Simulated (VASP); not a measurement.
# Rb (Im-3m) in VASP: further runs

The runs below take Rb through single point, with PBE.

All numbers are computed with VASP 6.6.1; they aren't measurements. Logs are shortened: lines on timing, memory, paths and dates and some standing lists are left out, and cuts for length are marked.

**1. The cell of the first run**

Symmetry: Im-3m, No. 229, cubic system. Conventional cell: a = 5.027 Å, b = 5.027 Å, c = 5.027 Å, α = 90.00°, β = 90.00°, γ = 90.00°. Rb (site symmetry m-3m) has 14 Rb at 4.35 to 5.03 Å within 5.7 Å.

**2. Single point, PBE**

Contents of INCAR:

```
SYSTEM = Rb
PREC     = Accurate       ! precision mode
ENCUT    = 520            ! plane-wave cutoff, eV
EDIFF    = 1E-6           ! SCF threshold, eV
ISMEAR   = 0              ! smearing method
SIGMA    = 0.1            ! smearing width, eV
LREAL    = .FALSE.        ! projectors in reciprocal space
LASPH    = .TRUE.         ! aspherical terms in the spheres
NELM     = 100            ! most SCF steps
ALGO     = Fast           ! electronic algorithm
ISIF     = 2              ! what is computed and relaxed
LWAVE    = .FALSE.        ! write WAVECAR
LCHARG   = .FALSE.        ! write CHGCAR
GGA      = PE             ! functional
NBANDS   = 10             ! bands
```

Contents of KPOINTS:

```
regular mesh
0
G
  10 10 10
  0 0 0
```

Contents of POSCAR:

```
Rb
1.0
   -2.5135690474      2.5135690474      2.5135690474
    2.5135690474     -2.5135690474      2.5135690474
    2.5135690474      2.5135690474     -2.5135690474
Rb
1
Direct
    0.0000000000      0.0000000000      0.0000000000
```

Potentials or basis: VASP PAW PBE potentials, release 64 (Rb_sv).

Launch:

```console
$ cat potpaw_PBE.64/Rb_sv/POTCAR > POTCAR
$ mpirun -np 1 vasp_std > vasp.out
```

OUTCAR:

```text
SYSTEM = Rb
   PREC = Accurate
   ENCUT = 520
   EDIFF = 1E-6
   ISMEAR = 0
   LREAL = .FALSE.
   LASPH = .TRUE.
   NELM = 100
   ISIF = 2
   GGA = PE

 ion  position               nearest neighbor table
   1  0.000  0.000  0.000-

  LATTYP: Found a body centered cubic cell.
 ALAT       =     5.0271380948

  Lattice vectors:

 A1 = (  -2.5135690474,   2.5135690474,   2.5135690474)
 A2 = (   2.5135690474,  -2.5135690474,   2.5135690474)
 A3 = (   2.5135690474,   2.5135690474,  -2.5135690474)

Analysis of symmetry for initial positions (statically):
=====================================================================
 Subroutine PRICEL returns:
 Original cell was already a primitive cell.

 Routine SETGRP: Setting up the symmetry group for a
 body centered cubic supercell.

 Subroutine GETGRP returns: Found 48 space group operations
 (whereof 48 operations were pure point group operations)
 out of a pool of 48 trial point group operations.

The static configuration has the point symmetry O_h .

Analysis of symmetry for dynamics (positions and initial velocities):
=====================================================================
 Subroutine PRICEL returns:
 Original cell was already a primitive cell.

 Routine SETGRP: Setting up the symmetry group for a
 body centered cubic supercell.

 Subroutine GETGRP returns: Found 48 space group operations
 (whereof 48 operations were pure point group operations)
 out of a pool of 48 trial point group operations.

The dynamic configuration has the point symmetry O_h .

 Subroutine INISYM returns: Found 48 space group operations
 (whereof 48 operations are pure point group operations),
 and found     1 'primitive' translations

----------------------------------------------------------------------------------------

                                     Primitive cell

  volume of cell :      63.5232

  direct lattice vectors                    reciprocal lattice vectors
    -2.513569047  2.513569047  2.513569047     0.000000000  0.198920336  0.198920336
     2.513569047 -2.513569047  2.513569047     0.198920336  0.000000000  0.198920336
     2.513569047  2.513569047 -2.513569047     0.198920336  0.198920336  0.000000000

  length of vectors
     4.353629298  4.353629298  4.353629298     0.281315837  0.281315837  0.281315837

  position of ions in fractional coordinates (direct lattice)
     0.000000000  0.000000000  0.000000000

  ion indices of the primitive-cell ions
   primitive index   ion index
                 1           1

----------------------------------------------------------------------------------------

 KPOINTS: regular mesh

Automatic generation of k-mesh.
 Grid dimensions read from file:
 generate k-points for:   10   10   10

 Generating k-lattice:

  Cartesian coordinates                     Fractional coordinates (reciprocal lattice)
     0.000000000  0.019892034  0.019892034     0.100000000  0.000000000  0.000000000
     0.019892034  0.000000000  0.019892034     0.000000000  0.100000000  0.000000000
     0.019892034  0.019892034  0.000000000     0.000000000  0.000000000  0.100000000

  Length of vectors
     0.028131584  0.028131584  0.028131584

  Shift w.r.t. Gamma in fractional coordinates (k-lattice)
     0.000000000  0.000000000  0.000000000

 Subroutine IBZKPT returns following result:
 ===========================================

 Found     47 irreducible k-points:

 Following reciprocal coordinates:
            Coordinates               Weight
  0.000000  0.000000  0.000000      1.000000
  0.100000  0.000000  0.000000     12.000000
  0.200000  0.000000  0.000000     12.000000
  0.300000  0.000000  0.000000     12.000000
  0.400000  0.000000  0.000000     12.000000
  0.500000  0.000000  0.000000      6.000000
[... 16 lines left out ...]
  0.300000  0.300000  0.100000      8.000000
 -0.300000  0.300000  0.100000     24.000000
 [... further k-points ...]
   k-points           NKPTS =     47   k-points in BZ     NKDIM =     47   number of bands    NBANDS=     10
   number of dos      NEDOS =    301   number of ions     NIONS =      1
   total plane-waves  NPLWV =  32768
   dimension x,y,z NGX =    32 NGY =   32 NGZ =   32
   dimension x,y,z NGXF=    64 NGYF=   64 NGZF=   64
   ions per type =               1
   NGX,Y,Z   is equivalent  to a cutoff of  12.22, 12.22, 12.22 a.u.
   NGXF,Y,Z  is equivalent  to a cutoff of  24.44, 24.44, 24.44 a.u.
 SYSTEM =  Rb
   PREC   = accura    normal or accurate (medium, high low for compatibility)
   ISTART =      0    job   : 0-new  1-cont  2-samecut
   ICHARG =      2    charge: 1-file 2-atom 10-const
   ISPIN  =      1    spin polarized calculation?
   LNONCOLLINEAR =      F non collinear calculations
   LSORBIT =      F    spin-orbit coupling
   LASPH  =      T    aspherical Exc in radial PAW
   ENCUT  =  520.0 eV  38.22 Ry    6.18 a.u.   8.09  8.09  8.09*2*pi/ulx,y,z
   NELM   =    100;   NELMIN=  2; NELMDL= -5     # of ELM steps
   EDIFF  = 0.1E-05   stopping-criterion for ELM
   LREAL  =      F    real-space projection
   EDIFFG = 0.1E-04   stopping-criterion for IOM
   NSW    =      0    number of steps for IOM
   IBRION =     -1    ionic relax: 0-MD 1-quasi-New 2-CG
   NFREE  =      0    steps in history (QN), initial steepest desc. (CG)
   ISIF   =      2    stress and relaxation
   ISYM   =      2    0-nonsym 1-usesym 2-fastsym
   POTIM  = 0.5000    time-step for ionic-motion
   TEBEG  =    0.0;   TEEND  =   0.0 temperature during run
   PSTRESS=    0.0 pullay stress
   NELECT =       9.0000    total number of electrons
   NUPDOWN=      -1.0000    fix difference up-down
   EMIN   =  10.00;   EMAX   =-10.00  energy-range for DOS
   EFERMI =   0.00;   METHOD = LEGACY
   ISMEAR =     0;   SIGMA  =   0.10  broadening in eV -4-tet -1-fermi 0-gaus
   EFERMI_NEDOS =   21; number of points for ismear=-14 and -15
   IALGO  =     68    algorithm
   IMIX   =      4    mixing-type and parameters
     AMIX     =   0.40;   BMIX     =  1.00
     AMIX_MAG =   1.60;   BMIX_MAG =  1.00
  volume/ion in A,a.u.               =      63.52       428.68
  Fermi-wavevector in a.u.,A,eV,Ry     =   0.853450  1.612787  9.910174  0.728377
  Thomas-Fermi vector in A             =   1.969895
   LORBIT       =      0    0 simple, 1 ext, 2 COOP (PROOUT), +10 PAW based schemes
   GGA     = PE    functional components
   LHFCALC =     F    Hartree Fock is set to
   AEXX    =    0.0000 exact exchange contribution
   IVDW    =     0    specifies the selected vdW correction
   LEPSILON=     F    determine dielectric tensor
   LRPA    =     F    only Hartree local field effects (RPA)
 non-spin polarized calculation
 RMM-DIIS sequential band-by-band and
 Gauss-broadening in eV      SIGMA  =   0.10
  energy-cutoff  :      520.00
  volume of cell :       63.52
 maximum number of plane-waves:      1725
   NGX = 17   NGY = 17   NGZ = 17

 number of electron       9.0000000 magnetization

 Free energy of the ion-electron system (eV)
  ---------------------------------------------------
  ext. energy  EPLUGINS =         0.00000000
  ---------------------------------------------------
  free energy    TOTEN  =        -0.80680037 eV

  energy without entropy =       -0.79907984  energy(sigma->0) =       -0.80294011

 E-fermi :   1.0196     XC(G=0):  -6.4169

 val. band max:        0.9364716775   @ k =  -0.3000   0.3000   0.3000
 cond. band min:       1.0379389459   @ k =   0.3000   0.2000  -0.0000
 fundamental gap:      0.1014672684
 Fermi energy:         1.0195823316

 k-point     1 :       0.0000    0.0000    0.0000
  band No.  band energies     occupation
      1     -27.8109      2.00000
      2     -11.7771      2.00000
      3     -11.7771      2.00000
      4     -11.7771      2.00000
      5      -1.4808      2.00000
      6       4.9668      0.00000
      7       4.9668      0.00000
      8       4.9668      0.00000
      9       6.1937      0.00000
     10       6.1937      0.00000

 k-point     2 :       0.1000    0.0000    0.0000
  band No.  band energies     occupation
      1     -27.8087      2.00000
      2     -11.8086      2.00000
      3     -11.7865      2.00000
      4     -11.7773      2.00000
      5      -1.3134      2.00000
      6       4.7514      0.00000
      7       4.7590      0.00000
      8       5.1336      0.00000
      9       5.9100      0.00000
     10       6.1425      0.00000

 k-point     3 :       0.2000    0.0000    0.0000
  band No.  band energies     occupation
      1     -27.8032      2.00000
      2     -11.8894      2.00000
      3     -11.8109      2.00000
      4     -11.7780      2.00000
      5      -0.8392      2.00000
      6       4.0206      0.00000
      7       4.3307      0.00000
      8       5.6255      0.00000
      9       5.9023      0.00000
     10       6.0971      0.00000

 k-point     4 :       0.3000    0.0000    0.0000
  band No.  band energies     occupation
      1     -27.7963      2.00000
      2     -11.9854      2.00000
      3     -11.8409      2.00000
      4     -11.7788      2.00000
      5      -0.1416      2.00000
      6       3.2131      0.00000
      7       3.9277      0.00000
      8       6.1069      0.00000
      9       6.2037      0.00000
     10       6.4182      0.00000

 k-point     5 :       0.4000    0.0000    0.0000
  band No.  band energies     occupation
      1     -27.7907      2.00000
      2     -12.0603      2.00000
      3     -11.8648      2.00000
      4     -11.7795      2.00000
      5       0.6271      2.00000
      6       2.5417      0.00000
      7       3.6601      0.00000
      8       6.1315      0.00000
      9       6.5300      0.00000
     10       7.4725      0.00000

 k-point     6 :       0.5000    0.0000    0.0000
  band No.  band energies     occupation
      1     -27.7886      2.00000
      2     -12.0883      2.00000
      3     -11.8739      2.00000
      4     -11.7797      2.00000
      5       1.0813      0.38291
      6       2.1707      0.00000
      7       3.5676      0.00000
      8       6.0383      0.00000
      9       7.0130      0.00000
     10       7.2028      0.00000
[... 183 lines left out ...]
 k-point    21 :       0.3000    0.2000    0.1000
  band No.  band energies     occupation
      1     -27.7878      2.00000
      2     -12.0234      2.00000
      3     -11.9148      2.00000
      4     -11.8334      2.00000
      5       1.6312      0.00000
      6       2.3782      0.00000
      7       2.8613      0.00000
      8       5.8572      0.00000
      9       6.8150      0.00000
     10       7.0824      0.00000

 k-point    22 :      -0.2000    0.2000    0.1000
  band No.  band energies     occupation
      1     -27.8012      2.00000
      2     -11.8901      2.00000
      3     -11.8210      2.00000
      4     -11.8016      2.00000
      5      -0.6854      2.00000
      6       4.0474      0.00000
      7       4.3977      0.00000
      8       5.0404      0.00000
      9       5.5853      0.00000
     10       6.7377      0.00000

 k-point    23 :       0.3000    0.3000    0.1000
  band No.  band energies     occupation
      1     -27.7870      2.00000
      2     -11.9730      2.00000
      3     -11.9730      2.00000
      4     -11.8428      2.00000
      5       2.3064      0.00000
      6       2.3064      0.00000
      7       2.3670      0.00000
      8       5.5551      0.00000
      9       6.9281      0.00000
     10       6.9281      0.00000

 k-point    24 :      -0.3000    0.3000    0.1000
  band No.  band energies     occupation
      1     -27.7945      2.00000
      2     -11.9809      2.00000
      3     -11.8515      2.00000
      4     -11.8014      2.00000
      5      -0.0002      2.00000
      6       3.2162      0.00000
      7       4.0362      0.00000
      8       5.2054      0.00000
      9       6.3643      0.00000
     10       6.8420      0.00000

 [... further k-points ...]

------------------------ aborting loop because EDIFF is reached ----------------------------------------

  FORCE on cell =-STRESS in cart. coord.  units (eV):
  Direction    XX          YY          ZZ          XY          YZ          ZX
  --------------------------------------------------------------------------------------
  -------------------------------------------------------------------------------------
  Total        0.7811941      0.7811941      0.7811941     -0.0000000     -0.0000000     -0.0000000
  in kB       19.7032152     19.7032152     19.7032152     -0.0000000     -0.0000000     -0.0000000
  external PRESSURE =      19.7032152 kB  Pullay stress =       0.0000000 kB

 VOLUME and BASIS-vectors are now :
 -----------------------------------------------------------------------------
  energy-cutoff  :      520.00
  volume of cell :       63.52
      direct lattice vectors                 reciprocal lattice vectors
    -2.513569047  2.513569047  2.513569047     0.000000000  0.198920336  0.198920336
     2.513569047 -2.513569047  2.513569047     0.198920336  0.000000000  0.198920336
     2.513569047  2.513569047 -2.513569047     0.198920336  0.198920336  0.000000000

 POSITION                                       TOTAL-FORCE (eV/Angst)
 -----------------------------------------------------------------------------------
      0.00000      0.00000      0.00000         0.000000     -0.000000      0.000000
 -----------------------------------------------------------------------------------
    total drift:                               -0.000000      0.000000     -0.000000

  FREE ENERGIE OF THE ION-ELECTRON SYSTEM (eV)
  ---------------------------------------------------
  free  energy   TOTEN  =        -0.8068003739 eV

  energy  without entropy=       -0.7990798396  energy(sigma->0) =       -0.80294011
```

It took 11 s on 1 thread of AMD EPYC 9R45 (Zen 5), shared host; peak memory 0.15 GiB.

What came out:

| Property | Result |
| --- | --- |
| Free energy | -0.8068 eV |
| Pressure | 2.0 GPa |

[end of part 1 of 2]
